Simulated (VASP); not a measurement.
The system is Mo2Ir.

```xyz
6
Lattice="0.0000 3.5099 3.5099 3.5099 0.0000 3.5099 3.5099 3.5099 0.0000" Properties=species:S:1:pos:R:3 pbc="T T T"
Mo    4.3874    4.3874    4.3874
Mo    4.3874    2.6325    2.6325
Mo    2.6325    2.6325    4.3874
Mo    2.6325    4.3874    2.6325
Ir    0.0000    0.0000    0.0000
Ir    1.7550    1.7550    1.7550
```

```yaml
Program: VASP 6.6.1
Task: relaxation of cell and atoms
Functional: PBE
Potentials_or_basis: VASP PAW PBE potentials, release 64 (Mo_sv, Ir)
Cutoff: 600 eV
k_mesh: 4 × 4 × 4
Occupations: gaussian, width 0.1 eV
Spin: no spin polarisation
```

At the start: pressure 28.0 GPa; volume 14.41 Å³/atom.

Task: How do energy, volume and symmetry change on relaxing?

Result: Over 4 steps the energy falls by 107.8 meV/atom and the volume is 15.77 Å³/atom (+9.4 %); space group Fd-3m (No. 227, to 0.05 Å).

Step by step:
```
step  energy change (eV)  largest force (eV/Å)  pressure (GPa)  volume (Å³)
   1              0.0000                0.0000           27.95        86.48
   2              3.2835                0.0000          -36.12       121.94
   3             -0.6403                0.0000           -2.36        95.44
   4             -0.6469                0.0000           -0.29        94.65
```

Final structure:
```yaml
crystal:
  lattice:
    - [0.00000, 3.61711, 3.61711]
    - [3.61711, 0.00000, 3.61711]
    - [3.61711, 3.61711, 0.00000]
  atoms:
    - { symbol: Mo, position: [0.62500, 0.62500, 0.62500] }
    - { symbol: Mo, position: [0.12500, 0.62500, 0.62500] }
    - { symbol: Mo, position: [0.62500, 0.62500, 0.12500] }
    - { symbol: Mo, position: [0.62500, 0.12500, 0.62500] }
    - { symbol: Ir, position: [0.00000, 0.00000, 0.00000] }
    - { symbol: Ir, position: [0.25000, 0.25000, 0.25000] }
```

Caveat: the k points lie up to 0.38 Å⁻¹ apart in the final cell.
